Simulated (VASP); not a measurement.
# CdSe (lda) (Imm2) in VASP: relaxation of the atoms with LDA

Aim: the relaxation of the atoms of CdSe (lda) with LDA.

Program: VASP 6.6.1. These are calculated values, not measurements. Logs are shortened: lines on timing, memory, paths and dates and some standing lists are left out, and cuts for length are marked.

## (1) The cell of the first run

It takes space group Imm2 (No. 44, orthorhombic). Conventional cell: a = 4.223 Å, b = 4.291 Å, c = 6.068 Å, α = 90.00°, β = 90.00°, γ = 90.00°. Within 3.4 Å of Cd (site symmetry mm2) lie 4 Se at 2.60 to 2.63 Å. Within 3.4 Å of Se (site symmetry mm2) lie 4 Cd at 2.60 to 2.63 Å.

## (2) Relaxation of the atoms, LDA (strained cell)

INCAR

```
  ALGO = Normal
  EDIFF = 1E-7
  EDIFFG = -0.002
  ENCUT = 450
  GGA = CA
  GGA_COMPAT = F
  IBRION = 2
  ISIF = 2
  ISMEAR = 0
  LASPH = T
  LCHARG = F
  LREAL = F
  LWAVE = F
  NELM = 120
  NELMIN = 4
  NSW = 60
  PREC = Accurate
  SIGMA = 0.02
```

KPOINTS

```
k-points
0
Gamma
  8 8 8
```

POSCAR

```
CdSe
1.0
   -0.0240325821      3.0100809108      3.0341134930
    3.0100809108     -0.0240325821      3.0341134930
    2.9860483287      2.9860483287      0.0000000000
Cd Se
1 1
Direct
    0.0000000000      0.0000000000      0.0000000000
    0.2500000000      0.2500000000      0.2500000000
```

Potentials or basis: VASP PAW LDA potentials, release 64 (Cd, Se).

The run is started by

```console
$ cat potpaw_LDA.64/Cd/POTCAR potpaw_LDA.64/Se/POTCAR > POTCAR
$ mpirun -np 1 vasp_std > vasp.out
```

OUTCAR:

```text
EDIFF = 1E-7
   EDIFFG = -0.002
   ENCUT = 450
   GGA = CA
   IBRION = 2
   ISIF = 2
   ISMEAR = 0
   LASPH = T
   LREAL = F
   NELM = 120
   NELMIN = 4
   NSW = 60
   PREC = Accurate

 ion  position               nearest neighbor table
   1  0.000  0.000  0.000-   2 2.60   2 2.60   2 2.63   2 2.63
   2  0.250  0.250  0.250-   1 2.60   1 2.60   1 2.63   1 2.63

  LATTYP: Found a body centered orthorhombic cell.
 ALAT       =     4.2229100443
 B/A-ratio  =     1.0160965795
 C/A-ratio  =     1.4369775634

  Lattice vectors:

 A1 = (   0.0240325821,  -3.0100809108,  -3.0341134930)
 A2 = (  -0.0240325821,   3.0100809108,  -3.0341134930)
 A3 = (   3.0100809108,  -0.0240325821,   3.0341134930)

Analysis of symmetry for initial positions (statically):
=====================================================================
 Subroutine PRICEL returns:
 Original cell was already a primitive cell.

 Routine SETGRP: Setting up the symmetry group for a
 body centered orthorhombic supercell.

 Subroutine GETGRP returns: Found  4 space group operations
 (whereof  4 operations were pure point group operations)
 out of a pool of  8 trial point group operations.

The static configuration has the point symmetry C_2v.

Analysis of symmetry for dynamics (positions and initial velocities):
=====================================================================
 Subroutine PRICEL returns:
 Original cell was already a primitive cell.

 Routine SETGRP: Setting up the symmetry group for a
 body centered orthorhombic supercell.

 Subroutine GETGRP returns: Found  4 space group operations
 (whereof  4 operations were pure point group operations)
 out of a pool of  8 trial point group operations.

The dynamic configuration has the point symmetry C_2v.

 Subroutine INISYM returns: Found  4 space group operations
 (whereof  4 operations are pure point group operations),
 and found     1 'primitive' translations

----------------------------------------------------------------------------------------

                                     Primitive cell

  volume of cell :      54.9782

  direct lattice vectors                    reciprocal lattice vectors
    -0.024032582  3.010080911  3.034113493    -0.164792781  0.164792781  0.164792781
     3.010080911 -0.024032582  3.034113493     0.164792781 -0.164792781  0.164792781
     2.986048329  2.986048329  0.000000000     0.167445381  0.167445381 -0.164792781

  length of vectors
     4.273992202  4.273992202  4.222910044     0.285429469  0.285429469  0.288500558

  position of ions in fractional coordinates (direct lattice)
     0.000000000  0.000000000  0.000000000
     0.250000000  0.250000000  0.250000000

  ion indices of the primitive-cell ions
   primitive index   ion index
                 1           1
                 2           2

----------------------------------------------------------------------------------------

 KPOINTS: k-points

Automatic generation of k-mesh.
 Grid dimensions read from file:
 generate k-points for:    8    8    8

 Generating k-lattice:

  Cartesian coordinates                     Fractional coordinates (reciprocal lattice)
    -0.020599098  0.020599098  0.020599098     0.125000000  0.000000000  0.000000000
     0.020599098 -0.020599098  0.020599098     0.000000000  0.125000000  0.000000000
     0.020930673  0.020930673 -0.020599098    -0.000000000 -0.000000000  0.125000000

  Length of vectors
     0.035678684  0.035678684  0.036062570

  Shift w.r.t. Gamma in fractional coordinates (k-lattice)
     0.000000000  0.000000000  0.000000000

 Subroutine IBZKPT returns following result:
 ===========================================

 Found     95 irreducible k-points:

 Following reciprocal coordinates:
            Coordinates               Weight
  0.000000  0.000000  0.000000      1.000000
  0.125000  0.000000  0.000000      4.000000
  0.250000  0.000000  0.000000      4.000000
  0.375000 -0.000000  0.000000      4.000000
  0.500000  0.000000  0.000000      2.000000
  0.125000  0.125000  0.000000      2.000000
[... 16 lines left out ...]
  0.125000  0.000000  0.125000      4.000000
  0.250000  0.000000  0.125000      8.000000
 [... further k-points ...]
   k-points           NKPTS =     95   k-points in BZ     NKDIM =     95   number of bands    NBANDS=     13
   number of dos      NEDOS =    301   number of ions     NIONS =      2
   total plane-waves  NPLWV =  27000
   dimension x,y,z NGX =    30 NGY =   30 NGZ =   30
   dimension x,y,z NGXF=    60 NGYF=   60 NGZF=   60
   ions per type =               1   1
   NGX,Y,Z   is equivalent  to a cutoff of  11.67, 11.67, 11.81 a.u.
   NGXF,Y,Z  is equivalent  to a cutoff of  23.34, 23.34, 23.62 a.u.
 SYSTEM =  unknown system
   PREC   = accura    normal or accurate (medium, high low for compatibility)
   ISTART =      0    job   : 0-new  1-cont  2-samecut
   ICHARG =      2    charge: 1-file 2-atom 10-const
   ISPIN  =      1    spin polarized calculation?
   LNONCOLLINEAR =      F non collinear calculations
   LSORBIT =      F    spin-orbit coupling
   LASPH  =      T    aspherical Exc in radial PAW
   ENCUT  =  450.0 eV  33.07 Ry    5.75 a.u.   7.39  7.39  7.30*2*pi/ulx,y,z
   NELM   =    120;   NELMIN=  4; NELMDL= -5     # of ELM steps
   EDIFF  = 0.1E-06   stopping-criterion for ELM
   LREAL  =      F    real-space projection
   EDIFFG = -.2E-02   stopping-criterion for IOM
   NSW    =     60    number of steps for IOM
   IBRION =      2    ionic relax: 0-MD 1-quasi-New 2-CG
   NFREE  =      1    steps in history (QN), initial steepest desc. (CG)
   ISIF   =      2    stress and relaxation
   ISYM   =      2    0-nonsym 1-usesym 2-fastsym
   POTIM  = 0.5000    time-step for ionic-motion
   TEBEG  =    0.0;   TEEND  =   0.0 temperature during run
   PSTRESS=    0.0 pullay stress
   NELECT =      18.0000    total number of electrons
   NUPDOWN=      -1.0000    fix difference up-down
   EMIN   =  10.00;   EMAX   =-10.00  energy-range for DOS
   EFERMI =   0.00;   METHOD = LEGACY
   ISMEAR =     0;   SIGMA  =   0.02  broadening in eV -4-tet -1-fermi 0-gaus
   EFERMI_NEDOS =   21; number of points for ismear=-14 and -15
   IALGO  =     38    algorithm
   IMIX   =      4    mixing-type and parameters
     AMIX     =   0.40;   BMIX     =  1.00
     AMIX_MAG =   1.60;   BMIX_MAG =  1.00
  volume/ion in A,a.u.               =      27.49       185.51
  Fermi-wavevector in a.u.,A,eV,Ry     =   1.128328  2.132231 17.321916  1.273125
  Thomas-Fermi vector in A             =   2.265018
   LORBIT       =      0    0 simple, 1 ext, 2 COOP (PROOUT), +10 PAW based schemes
   GGA     = CA    functional components
   LHFCALC =     F    Hartree Fock is set to
   AEXX    =    0.0000 exact exchange contribution
   IVDW    =     0    specifies the selected vdW correction
   LEPSILON=     F    determine dielectric tensor
   LRPA    =     F    only Hartree local field effects (RPA)
 conjugate gradient relaxation of ions
 non-spin polarized calculation
 Gauss-broadening in eV      SIGMA  =   0.02
  energy-cutoff  :      450.00
  volume of cell :       54.98
 maximum number of plane-waves:      1219
 NGX is ok and might be reduce to    30
   NGX = 15   NGY = 15   NGZ = 15

--------------------------------------- Ionic step        1  -------------------------------------------

 number of electron      18.0000006 magnetization

 Free energy of the ion-electron system (eV)
  ---------------------------------------------------
  ext. energy  EPLUGINS =         0.00000000
  ---------------------------------------------------
  free energy    TOTEN  =        -6.75884744 eV

  energy without entropy =       -6.75884744  energy(sigma->0) =       -6.75884744

------------------------ aborting loop because EDIFF is reached ----------------------------------------

  FORCE on cell =-STRESS in cart. coord.  units (eV):
  Direction    XX          YY          ZZ          XY          YZ          ZX
  --------------------------------------------------------------------------------------
  -------------------------------------------------------------------------------------
  Total       -0.1327143     -0.1327143     -0.1865959      0.2709493      0.0000000      0.0000000
  in kB       -3.8675661     -3.8675661     -5.4377868      7.8960195      0.0000000      0.0000000
  external PRESSURE =      -4.3909730 kB  Pullay stress =       0.0000000 kB
[... 57 lines left out ...]
  energy  without entropy=       -6.7596773397  energy(sigma->0) =       -6.75967734

--------------------------------------- Ionic step        3  -------------------------------------------

 number of electron      18.0000004 magnetization

 Free energy of the ion-electron system (eV)
  ---------------------------------------------------
  ext. energy  EPLUGINS =         0.00000000
  ---------------------------------------------------
  free energy    TOTEN  =        -6.75994742 eV

  energy without entropy =       -6.75994742  energy(sigma->0) =       -6.75994742

 E-fermi :   1.1361     XC(G=0):  -9.3923

 val. band max:        1.0482779666   @ k =   0.0000   0.0000   0.0000
 cond. band min:       1.4101499373   @ k =   0.0000   0.0000   0.0000
 fundamental gap:      0.3618719707
 Fermi energy:         1.1361423713

 k-point     1 :       0.0000    0.0000    0.0000
  band No.  band energies     occupation
      1     -11.7758      2.00000
      2      -7.0356      2.00000
      3      -7.0346      2.00000
      4      -7.0261      2.00000
      5      -6.6293      2.00000
      6      -6.6261      2.00000
      7       0.9743      2.00000
      8       0.9823      2.00000
      9       1.0483      2.00000
     10       1.4101      0.00000
     11       6.7080      0.00000
     12       6.8024      0.00000
     13       6.8912      0.00000
[... 353 lines left out ...]
 k-point    24 :       0.2500    0.0000    0.1250
  band No.  band energies     occupation
      1     -11.5872      2.00000
      2      -6.9680      2.00000
      3      -6.9526      2.00000
      4      -6.8745      2.00000
      5      -6.6418      2.00000
      6      -6.6105      2.00000
      7      -1.4526      2.00000
      8       0.2805      2.00000
      9       0.3609      2.00000
     10       3.6498      0.00000
     11       5.8846      0.00000
     12       7.5869      0.00000
     13       7.8015      0.00000

 [... further k-points ...]

------------------------ aborting loop because EDIFF is reached ----------------------------------------

  FORCE on cell =-STRESS in cart. coord.  units (eV):
  Direction    XX          YY          ZZ          XY          YZ          ZX
  --------------------------------------------------------------------------------------
  -------------------------------------------------------------------------------------
  Total       -0.1428155     -0.1428155     -0.1959110      0.1330109      0.0000000      0.0000000
  in kB       -4.1619361     -4.1619361     -5.7092482      3.8762107      0.0000000      0.0000000
  external PRESSURE =      -4.6777068 kB  Pullay stress =       0.0000000 kB
[... 17 lines left out ...]
  FREE ENERGIE OF THE ION-ELECTRON SYSTEM (eV)
  ---------------------------------------------------
  free  energy   TOTEN  =        -6.7599474201 eV

  energy  without entropy=       -6.7599474201  energy(sigma->0) =       -6.75994742

 reached required accuracy - stopping structural energy minimisation
```

It took 63 s on 1 thread of Intel Xeon Platinum 8375C at 2.90GHz (Ice Lake), shared host; peak memory 0.19 GiB.

Results:

```
Free energy               : -6.7599 eV
Energy gained by relaxing : 0.5 meV/atom
Ionic steps               : 3
Pressure after relaxing   : -0.5 GPa
Band gap on the k mesh    : 0.36 eV, direct
```

Stress tensor (GPa, compression positive):
```
-0.42  0.39  0.00
 0.39 -0.42  0.00
 0.00  0.00 -0.57
```

Step by step:
```csv
step,energy change (eV),largest force (eV/Å),pressure (GPa)
1,0.0000,0.1073,-0.44
2,-0.0008,0.0531,-0.46
3,-0.0011,0.0001,-0.47
```

Final structure:
```
CELL_PARAMETERS angstrom
-0.02403 3.01008 3.03411
3.01008 -0.02403 3.03411
2.98605 2.98605 0.00000
ATOMIC_POSITIONS crystal
Cd 0.99831 0.99831 0.00169
Se 0.25169 0.25169 0.24831
```

Caveat: the cell differs from its parent crystal (strained cell).
